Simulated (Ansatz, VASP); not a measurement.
## CsPbBr3 in VASP and in Ansatz

File INCAR:

```
PREC = Accurate
ENCUT = 520
EDIFF = 1E-6
ISMEAR = 0
SIGMA = 0.01
LREAL = F
LASPH = T
NELM = 80
ALGO = Normal
ISIF = 2
LWAVE = F
LCHARG = T
GGA = PE
LELF = T
LVHAR = T
NBANDS = 30
```

KPOINTS

```
Automatic mesh
0
Gamma
  8 8 8
```

Contents of POSCAR:

```
CsPbBr3
1.0
    5.8700000000      0.0000000000      0.0000000000
    0.0000000000      5.8700000000      0.0000000000
    0.0000000000      0.0000000000      5.8700000000
Cs Pb Br
1 1 3
Direct
    0.0000000000      0.0000000000      0.0000000000
    0.5000000000      0.5000000000      0.5000000000
    0.0000000000      0.5000000000      0.5000000000
    0.5000000000      0.0000000000      0.5000000000
    0.5000000000      0.5000000000      0.0000000000
```

Input for Ansatz:

```yaml
crystal:
  lattice:
    - [5.87, 0.0, 0.0]
    - [0.0, 5.87, 0.0]
    - [0.0, 0.0, 5.87]
  atoms:
    - { symbol: Cs, position: [0.0, 0.0, 0.0] }
    - { symbol: Pb, position: [0.5, 0.5, 0.5] }
    - { symbol: Br, position: [0.0, 0.5, 0.5] }
    - { symbol: Br, position: [0.5, 0.0, 0.5] }
    - { symbol: Br, position: [0.5, 0.5, 0.0] }
scf:
  occupations: { method: fixed }
output:
  forces: false
  stress: false
  eigenvalues: true
  eigenstates: { kpoints: [[0, 0, 0], [0.5, 0.5, 0.5]], e_range: [-3, 6] }
  write_density: true
  write_potential: true
  elf: true
  volumetric_format: npy
kpoints:
  mp_grid: { grid: [8, 8, 8] }
```

Alike in both runs: task single point; functional PBE; k mesh 8 × 8 × 8; no spin polarisation.

|  | VASP | Ansatz |
| --- | --- | --- |
| version | VASP 6.6.1 | Ansatz 0.2.0 |
| potentials or method | VASP PAW PBE potentials, release 64 (Cs_sv, Pb_d, Br) | scalar-relativistic, plane waves, PAW |
| plane-wave cutoff (eV) | 520 | 420 |
| occupations | gaussian, width 0.01 eV | fixed |
| valence electrons in the cell | 44 | 44 |

```tsv
	VASP	Ansatz	Ansatz less VASP
gap on the k mesh at the Fermi level (eV)	1.53	1.53	-0.006
least direct gap on the mesh (eV)	1.53	1.53	-0.006
```

Spin-orbit coupling is off throughout.
